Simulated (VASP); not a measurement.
Input of a VASP 6.6.1 run:

The input INCAR:

```
SYSTEM = MgO
PREC = Accurate ; ENCUT = 750
EDIFF = 1E-6 ; ISMEAR = 0
SIGMA = 0.05 ; LREAL = .FALSE.
LASPH = .TRUE. ; NELM = 120
ALGO = Normal ; ISIF = 2
LWAVE = .FALSE. ; LCHARG = .FALSE.
NBANDS = 24 ; GGA_COMPAT = .FALSE.
```

File KPOINTS:

```
regular mesh
0
G
  12 12 6
  0 0 0
```

Contents of POSCAR:

```
MgO
1.0
    3.5846369696      0.0000000000      0.0000000000
   -1.7923184848      3.1043866790      0.0000000000
    0.0000000000      0.0000000000      3.9521304572
Mg O
2 2
Direct
    0.6666666667      0.3333333333      0.7500000000
    0.3333333333      0.6666666667      0.2500000000
    0.6666666667      0.3333333333      0.2500000000
    0.3333333333      0.6666666667      0.7500000000
```

Potentials or basis: VASP PAW LDA potentials, release 64 (Mg_sv, O).

Run with:

```sh
$ cat potpaw_LDA.64/Mg_sv/POTCAR potpaw_LDA.64/O/POTCAR > POTCAR
$ mpirun -np 1 vasp_std > vasp.out
```

What does it give for the pressure?

-1.3 GPa.

Estimate the band gap on the k mesh.

3.44 eV.

Stress tensor (GPa, compression positive):
```
-7.09  0.00  0.00
 0.00 -7.09  0.00
 0.00  0.00 10.18
```

 A k mesh can miss the band edges.
